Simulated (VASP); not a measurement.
InSe, 4 atoms in the cell. The structure is monoclinic, space group C2/m (No. 12). The conventional cell has a = 11.653 Å, b = 4.109 Å, c = 5.073 Å, α = 90.00°, β = 109.86°, γ = 90.00°. In (site symmetry m) has 3 Se at 2.68 to 2.69 Å and 1 In at 2.80 Å within 3.5 Å. Se (site symmetry m) has 7 In at 2.68 to 4.18 Å and 7 Se at 3.55 to 4.11 Å within 4.2 Å. 

```yaml
Program: VASP 6.6.1
Task: single point
Functional: PBEsol
Potentials_or_basis: VASP PAW PBE potentials, release 64 (In_d, Se)
Cutoff: 520 eV
k_mesh: 6 × 6 × 5
Occupations: fermi-dirac, width 0.05 eV
Spin: no spin polarisation
Dipole_correction: no
Further_INCAR_settings: ALGO = Normal; EDIFF = 1e-06; NBANDS = 27
```

Potentials or basis: VASP PAW PBE potentials, release 64 (In_d, Se).

Run with:

```sh
$ cat potpaw_PBE.64/In_d/POTCAR potpaw_PBE.64/Se/POTCAR > POTCAR
$ mpirun -np 1 vasp_std > vasp.out
```

Hardware: 1 thread of Intel(R) Xeon(R) 6975P-C (Granite Rapids), on a shared host.

How long does it take, and how much memory?

It took 85 s on 1 thread of Intel(R) Xeon(R) 6975P-C (Granite Rapids), with other jobs on the host, peak memory 0.37 GiB. Counts: scf iterations 13, k points 55.
